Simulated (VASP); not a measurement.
# PbO (P4/nmm) in VASP: a series of runs

The runs below take PbO through single point, relaxation of cell and atoms, with PBE+D3(BJ).

Program: VASP 6.6.1. These are calculated values, not measurements. Logs are shortened: lines on timing, memory, paths and dates and some standing lists are left out, and cuts for length are marked.

## (1) The cell of the first run

It takes space group P4/nmm (No. 129, tetragonal). The conventional cell has a = 4.035 Å, b = 4.035 Å, c = 4.988 Å, α = 90.00°, β = 90.00°, γ = 90.00°. Pb (site symmetry 4mm) has 4 O at 2.34 Å within 3.1 Å. O (site symmetry -4m2) has 4 Pb at 2.34 Å and 4 O at 2.85 Å within 3.1 Å.

## (2) Single point, PBE+D3(BJ)

Input file INCAR:

```
SYSTEM = PbO
ALGO = Normal ; EDIFF = 1E-6
ENCUT = 600 ; GGA = PE
GGA_COMPAT = .FALSE. ; ISIF = 2
ISMEAR = 0 ; IVDW = 12
LASPH = .TRUE. ; LCHARG = .TRUE.
LELF = .TRUE. ; LREAL = .FALSE.
LVHAR = .TRUE. ; LWAVE = .FALSE.
NBANDS = 28 ; NELM = 120
PREC = Accurate ; SIGMA = 0.02
```

Input file KPOINTS:

```
k-points
0
G
  8 8 6
  0 0 0
```

Input file POSCAR:

```
PbO
1.0
    4.0354300750      0.0000000000      0.0000000000
    0.0000000000      4.0354300750      0.0000000000
    0.0000000000      0.0000000000      4.9882609614
Pb O
2 2
Direct
    0.0000000000      0.5000000000      0.2379423344
    0.5000000000      0.0000000000      0.7620576656
    0.0000000000      0.0000000000      0.0000000000
    0.5000000000      0.5000000000      0.0000000000
```

Potentials or basis: VASP PAW PBE potentials, release 64 (Pb_d, O).

On the command line:

```bash
cat potpaw_PBE.64/Pb_d/POTCAR potpaw_PBE.64/O/POTCAR > POTCAR
mpirun -np 1 vasp_std > vasp.out
```

OUTCAR:

```text
SYSTEM = PbO
   EDIFF = 1E-6
   ENCUT = 600
   GGA = PE
   ISIF = 2
   ISMEAR = 0
   IVDW = 12
   LASPH = .TRUE.
   LREAL = .FALSE.
   NELM = 120
   PREC = Accurate
 IVDW          = 12

 ion  position               nearest neighbor table
   1  0.000  0.500  0.238-   3 2.34   4 2.34   3 2.34   4 2.34   2 3.71   2 3.71   2 3.71   2 3.71
                             2 3.87   2 3.87   2 3.87   2 3.87
   2  0.500  0.000  0.762-   3 2.34   4 2.34   4 2.34   3 2.34   1 3.71   1 3.71   1 3.71   1 3.71
                             1 3.87   1 3.87   1 3.87   1 3.87
   3  0.000  0.000  0.000-   1 2.34   2 2.34   1 2.34   2 2.34
   4  0.500  0.500  0.000-   1 2.34   2 2.34   2 2.34   1 2.34

  LATTYP: Found a simple tetragonal cell.
 ALAT       =     4.0354300750
 C/A-ratio  =     1.2361163169

  Lattice vectors:

 A1 = (   4.0354300750,   0.0000000000,   0.0000000000)
 A2 = (   0.0000000000,   4.0354300750,   0.0000000000)
 A3 = (   0.0000000000,   0.0000000000,   4.9882609614)

Analysis of symmetry for initial positions (statically):
=====================================================================
 Subroutine PRICEL returns:
 Original cell was already a primitive cell.

 Routine SETGRP: Setting up the symmetry group for a
 simple tetragonal supercell.

 Subroutine GETGRP returns: Found 16 space group operations
 (whereof  8 operations were pure point group operations)
 out of a pool of 16 trial point group operations.

The static configuration has the point symmetry D_2d.
 The point group associated with its full space group is D_4h.

Analysis of symmetry for dynamics (positions and initial velocities):
=====================================================================
 Subroutine PRICEL returns:
 Original cell was already a primitive cell.

 Routine SETGRP: Setting up the symmetry group for a
 simple tetragonal supercell.

 Subroutine GETGRP returns: Found 16 space group operations
 (whereof  8 operations were pure point group operations)
 out of a pool of 16 trial point group operations.

The dynamic configuration has the point symmetry D_2d.
 The point group associated with its full space group is D_4h.

 Subroutine INISYM returns: Found 16 space group operations
 (whereof  8 operations are pure point group operations),
 and found     1 'primitive' translations

----------------------------------------------------------------------------------------

                                     Primitive cell

  volume of cell :      81.2323

  direct lattice vectors                    reciprocal lattice vectors
     4.035430075  0.000000000  0.000000000     0.247805062  0.000000000  0.000000000
     0.000000000  4.035430075  0.000000000     0.000000000  0.247805062  0.000000000
     0.000000000  0.000000000  4.988260961     0.000000000  0.000000000  0.200470667

  length of vectors
     4.035430075  4.035430075  4.988260961     0.247805062  0.247805062  0.200470667

  position of ions in fractional coordinates (direct lattice)
     0.000000000  0.500000000  0.237942334
     0.500000000  0.000000000  0.762057666
     0.000000000  0.000000000  0.000000000
     0.500000000  0.500000000  0.000000000

  ion indices of the primitive-cell ions
   primitive index   ion index
                 1           1
                 2           2
                 3           3
                 4           4

----------------------------------------------------------------------------------------

 KPOINTS: k-points

Automatic generation of k-mesh.
 Grid dimensions read from file:
 generate k-points for:    8    8    6

 Generating k-lattice:

  Cartesian coordinates                     Fractional coordinates (reciprocal lattice)
     0.030975633  0.000000000  0.000000000     0.125000000  0.000000000  0.000000000
     0.000000000  0.030975633  0.000000000     0.000000000  0.125000000  0.000000000
     0.000000000  0.000000000  0.033411778     0.000000000  0.000000000  0.166666667

  Length of vectors
     0.030975633  0.030975633  0.033411778

  Shift w.r.t. Gamma in fractional coordinates (k-lattice)
     0.000000000  0.000000000  0.000000000

 Subroutine IBZKPT returns following result:
 ===========================================

 Found     60 irreducible k-points:

 Following reciprocal coordinates:
            Coordinates               Weight
  0.000000  0.000000  0.000000      1.000000
  0.125000  0.000000  0.000000      4.000000
  0.250000  0.000000  0.000000      4.000000
  0.375000  0.000000  0.000000      4.000000
  0.500000  0.000000  0.000000      2.000000
  0.125000  0.125000  0.000000      4.000000
[... 16 lines left out ...]
  0.375000  0.125000  0.166667     16.000000
  0.500000  0.125000  0.166667      8.000000
 [... further k-points ...]
   k-points           NKPTS =     60   k-points in BZ     NKDIM =     60   number of bands    NBANDS=     28
   number of dos      NEDOS =    301   number of ions     NIONS =      4
   total plane-waves  NPLWV =  40960
   dimension x,y,z NGX =    32 NGY =   32 NGZ =   40
   dimension x,y,z NGXF=    64 NGYF=   64 NGZF=   80
   ions per type =               2   2
   NGX,Y,Z   is equivalent  to a cutoff of  13.18, 13.18, 13.33 a.u.
   NGXF,Y,Z  is equivalent  to a cutoff of  26.37, 26.37, 26.66 a.u.
 SYSTEM =  PbO
   PREC   = accura    normal or accurate (medium, high low for compatibility)
   ISTART =      0    job   : 0-new  1-cont  2-samecut
   ICHARG =      2    charge: 1-file 2-atom 10-const
   ISPIN  =      1    spin polarized calculation?
   LNONCOLLINEAR =      F non collinear calculations
   LSORBIT =      F    spin-orbit coupling
   LASPH  =      T    aspherical Exc in radial PAW
   ENCUT  =  600.0 eV  44.10 Ry    6.64 a.u.   8.06  8.06  9.96*2*pi/ulx,y,z
   NELM   =    120;   NELMIN=  2; NELMDL= -5     # of ELM steps
   EDIFF  = 0.1E-05   stopping-criterion for ELM
   LREAL  =      F    real-space projection
   EDIFFG = 0.1E-04   stopping-criterion for IOM
   NSW    =      0    number of steps for IOM
   IBRION =     -1    ionic relax: 0-MD 1-quasi-New 2-CG
   NFREE  =      0    steps in history (QN), initial steepest desc. (CG)
   ISIF   =      2    stress and relaxation
   ISYM   =      2    0-nonsym 1-usesym 2-fastsym
   POTIM  = 0.5000    time-step for ionic-motion
   TEBEG  =    0.0;   TEEND  =   0.0 temperature during run
   PSTRESS=    0.0 pullay stress
   NELECT =      40.0000    total number of electrons
   NUPDOWN=      -1.0000    fix difference up-down
   EMIN   =  10.00;   EMAX   =-10.00  energy-range for DOS
   EFERMI =   0.00;   METHOD = LEGACY
   ISMEAR =     0;   SIGMA  =   0.02  broadening in eV -4-tet -1-fermi 0-gaus
   EFERMI_NEDOS =   21; number of points for ismear=-14 and -15
   IALGO  =     38    algorithm
   IMIX   =      4    mixing-type and parameters
     AMIX     =   0.40;   BMIX     =  1.00
     AMIX_MAG =   1.60;   BMIX_MAG =  1.00
  volume/ion in A,a.u.               =      20.31       137.05
  Fermi-wavevector in a.u.,A,eV,Ry     =   1.292762  2.442966 22.738511  1.671233
  Thomas-Fermi vector in A             =   2.424450
   LORBIT       =      0    0 simple, 1 ext, 2 COOP (PROOUT), +10 PAW based schemes
   GGA     = PE    functional components
   LHFCALC =     F    Hartree Fock is set to
   AEXX    =    0.0000 exact exchange contribution
   IVDW    =    12    specifies the selected vdW correction
   LEPSILON=     F    determine dielectric tensor
   LRPA    =     F    only Hartree local field effects (RPA)
 non-spin polarized calculation
 Gauss-broadening in eV      SIGMA  =   0.02
  energy-cutoff  :      600.00
  volume of cell :       81.23
 maximum number of plane-waves:      2752
   NGX = 17   NGY = 17   NGZ = 19

 number of electron      40.0000013 magnetization

 Free energy of the ion-electron system (eV)
  ---------------------------------------------------
  ext. energy  EPLUGINS =         0.00000000
  ---------------------------------------------------
  free energy    TOTEN  =       -21.46815196 eV

  energy without entropy =      -21.46815196  energy(sigma->0) =      -21.46815196

 E-fermi :   4.9087     XC(G=0):  -9.7322

 val. band max:        4.8217045090   @ k =   0.1250   0.0000   0.0000
 cond. band min:       6.0931473351   @ k =   0.5000   0.5000   0.0000
 fundamental gap:      1.2714428261
 Fermi energy:         4.9086907397

 k-point     1 :       0.0000    0.0000    0.0000
  band No.  band energies     occupation
      1     -13.2458      2.00000
      2     -12.8091      2.00000
      3     -11.1119      2.00000
      4     -11.1119      2.00000
      5     -11.0609      2.00000
      6     -11.0227      2.00000
[... 20 lines left out ...]
     27      12.3671      0.00000
     28      12.9188      0.00000

 k-point     2 :       0.1250    0.0000    0.0000
  band No.  band energies     occupation
      1     -13.2161      2.00000
      2     -12.8165      2.00000
      3     -11.1048      2.00000
      4     -11.1030      2.00000
      5     -11.0510      2.00000
      6     -11.0151      2.00000
[... 20 lines left out ...]
     27      12.5615      0.00000
     28      13.8420      0.00000

 k-point     3 :       0.2500    0.0000    0.0000
  band No.  band energies     occupation
      1     -13.1401      2.00000
      2     -12.8419      2.00000
      3     -11.0851      2.00000
      4     -11.0783      2.00000
      5     -11.0219      2.00000
      6     -10.9956      2.00000
[... 20 lines left out ...]
     27      12.8103      0.00000
     28      15.5661      0.00000

 k-point     4 :       0.3750    0.0000    0.0000
  band No.  band energies     occupation
      1     -13.0462      2.00000
      2     -12.8892      2.00000
      3     -11.0568      2.00000
      4     -11.0463      2.00000
      5     -11.0005      2.00000
      6     -10.9947      2.00000
[... 578 lines left out ...]
     27      13.6830      0.00000
     28      15.1695      0.00000

 k-point    23 :       0.3750    0.1250    0.1667
  band No.  band energies     occupation
      1     -13.0350      2.00000
      2     -12.8911      2.00000
      3     -11.0633      2.00000
      4     -11.0343      2.00000
      5     -11.0070      2.00000
      6     -10.9845      2.00000
[... 20 lines left out ...]
     27      13.9628      0.00000
     28      14.5677      0.00000

 k-point    24 :       0.5000    0.1250    0.1667
  band No.  band energies     occupation
      1     -12.9559      2.00000
      2     -12.9559      2.00000
      3     -11.0411      2.00000
      4     -11.0411      2.00000
      5     -11.0003      2.00000
      6     -11.0003      2.00000
[... 20 lines left out ...]
     27      14.2424      0.00000
     28      14.2424      0.00000

 [... further k-points ...]

------------------------ aborting loop because EDIFF is reached ----------------------------------------

 Edisp (eV)   -0.93452

 E8    (eV) :    -0.4285

  FORCE on cell =-STRESS in cart. coord.  units (eV):
  Direction    XX          YY          ZZ          XY          YZ          ZX
  --------------------------------------------------------------------------------------
  -------------------------------------------------------------------------------------
  Total       0.00859     0.00859     0.00930     0.00000    -0.00000     0.00000
  in kB       0.16950     0.16950     0.18339     0.00000    -0.00000     0.00000
  external pressure =        0.17 kB  Pullay stress =        0.00 kB

 VOLUME and BASIS-vectors are now :
 -----------------------------------------------------------------------------
  energy-cutoff  :      600.00
  volume of cell :       81.23
      direct lattice vectors                 reciprocal lattice vectors
     4.035430075  0.000000000  0.000000000     0.247805062  0.000000000  0.000000000
     0.000000000  4.035430075  0.000000000     0.000000000  0.247805062  0.000000000
     0.000000000  0.000000000  4.988260961     0.000000000  0.000000000  0.200470667

 POSITION                                       TOTAL-FORCE (eV/Angst)
 -----------------------------------------------------------------------------------
      0.00000      2.01772      1.18692         0.000000      0.000000      0.030939
      2.01772      0.00000      3.80134         0.000000      0.000000     -0.030939
      0.00000      0.00000      0.00000         0.000000      0.000000     -0.000000
      2.01772      2.01772      0.00000         0.000000     -0.000000     -0.000000
 -----------------------------------------------------------------------------------
    total drift:                                0.000000     -0.000000     -0.000000

  FREE ENERGIE OF THE ION-ELECTRON SYSTEM (eV)
  ---------------------------------------------------
  free  energy   TOTEN  =       -22.4026712384 eV

  energy  without entropy=      -22.4026712384  energy(sigma->0) =      -22.40267124
```

Run time: 3.7 min. Hardware: 1 thread of Oxide Virtual Turin-like, shared host; peak memory 0.26 GiB.

Results:

| Item | Value |
| --- | --- |
| Free energy | -22.4027 eV |
| Pressure | 0.0 GPa |
| Largest force | 0.031 eV/Å |
| Band gap on the k mesh | 1.27 eV (least direct gap 2.18 eV) |
| Dispersion energy per atom | -0.234 eV |

Forces on the atoms (eV/Å):
```
Pb   0.000  0.000  0.031
Pb   0.000  0.000 -0.031
O    0.000  0.000  0.000
O    0.000  0.000  0.000
```

Caveat: spin-orbit coupling is left out, which moves the levels of the heavy elements. As with any semilocal functional, this PBE gap is likely too small.

## (3) Relaxation of cell and atoms, PBE+D3(BJ)

This run uses another cell than the first one, of 20.56 Å³/atom.

Input file INCAR:

```
PREC = Accurate
ENCUT = 600
EDIFF = 1E-7
ISMEAR = 0
SIGMA = 0.02
LREAL = False
LASPH = True
NELM = 120
ALGO = Normal
ISIF = 3
LWAVE = False
LCHARG = False
GGA = PE
IVDW = 12
IBRION = 2
NSW = 50
EDIFFG = -0.003
GGA_COMPAT = False
NELMIN = 4
```

Input file KPOINTS:

```
Automatic mesh
0
Gamma
  8 8 6
```

Input file POSCAR:

```
PbO
1.0
    4.0503770726      0.0000000000      0.0000000000
    0.0000000000      4.0503770726      0.0000000000
    0.0000000000      0.0000000000      5.0132333760
Pb O
2 2
Direct
    0.0000000000      0.5000000000      0.2377563938
    0.5000000000      0.0000000000      0.7622436062
    0.0000000000      0.0000000000      0.0000000000
    0.5000000000      0.5000000000      0.0000000000
```

Potentials or basis: VASP PAW PBE potentials, release 64 (Pb_d, O).

On the command line:

```bash
cat potpaw_PBE.64/Pb_d/POTCAR potpaw_PBE.64/O/POTCAR > POTCAR
mpirun -np 1 vasp_std > vasp.out
```

Wall time 20 min (1 thread of Oxide Virtual Turin-like, shared host); peak memory 0.27 GiB.

Results (log left out):

| Item | Value |
| --- | --- |
| Free energy | -22.4040 eV |
| Relaxed volume | 20.19 Å³/atom |
| Relaxed cell | a = 4.035 Å, b = 4.035 Å, c = 4.961 Å, α = 90.00°, β = 90.00°, γ = 90.00° |
| Space group after relaxing (to 0.1 Å) | P4/nmm (No. 129) |
| Energy gained by relaxing | 0.7 meV/atom |
| Ionic steps | 10 |
| Pressure after relaxing | 0.0 GPa |
| Band gap on the k mesh | 1.24 eV (least direct gap 2.15 eV) |
| Dispersion energy per atom | -0.235 eV |

Step by step:
| step | energy change (eV) | largest force (eV/Å) | pressure (GPa) | volume (Å³) |
| --- | --- | --- | --- | --- |
| 1 | 0.0000 | 0.1143 | -0.88 | 82.24 |
| 2 | -0.0007 | 0.1751 | 0.66 | 80.91 |
| 3 | -0.0024 | 0.0419 | -0.05 | 81.51 |
| 4 | -0.0025 | 0.0296 | -0.04 | 81.41 |
| 5 | -0.0027 | 0.0078 | -0.02 | 81.23 |
| 6 | -0.0027 | 0.0026 | -0.01 | 81.19 |
| 7 | -0.0027 | 0.0022 | 0.00 | 81.13 |
| 8 | -0.0029 | 0.0006 | 0.00 | 80.96 |
| 9 | -0.0029 | 0.0021 | 0.02 | 80.62 |
| 10 | -0.0029 | 0.0004 | 0.01 | 80.77 |

Final structure:
```xyz
4
Lattice="4.0352 0.0000 0.0000 0.0000 4.0352 0.0000 0.0000 0.0000 4.9607" Properties=species:S:1:pos:R:3 pbc="T T T"
Pb    0.0000    2.0176    1.1881
Pb    2.0176    0.0000    3.7726
O     0.0000    0.0000    0.0000
O     2.0176    2.0176    4.9607
```

Levels at points of the mesh, in eV from the valence-band top:
| k point | band 18 | band 19 | band 20 | band 21 | band 22 | band 23 |
| --- | --- | --- | --- | --- | --- | --- |
| (0.00, 0.00, 0.00) | -1.52 | -1.52 | -0.02 | 2.41 | 5.54 | 5.54 |
| (0.50, 0.00, 0.00) | -2.82 | -1.50 | -1.50 | 3.45 | 3.45 | 6.60 |
| (0.50, 0.50, 0.00) | -1.53 | -0.90 | -0.90 | 1.24 | 1.24 | 5.36 |
| (0.00, 0.00, 0.50) | -1.54 | -1.54 | -0.73 | 1.95 | 3.96 | 3.96 |
| (0.50, 0.00, 0.50) | -2.78 | -0.85 | -0.85 | 3.15 | 3.15 | 6.20 |
| (0.50, 0.50, 0.50) | -2.16 | -0.91 | -0.91 | 3.53 | 3.53 | 4.86 |

Caveat: spin-orbit coupling is left out, which moves the levels of the heavy elements.
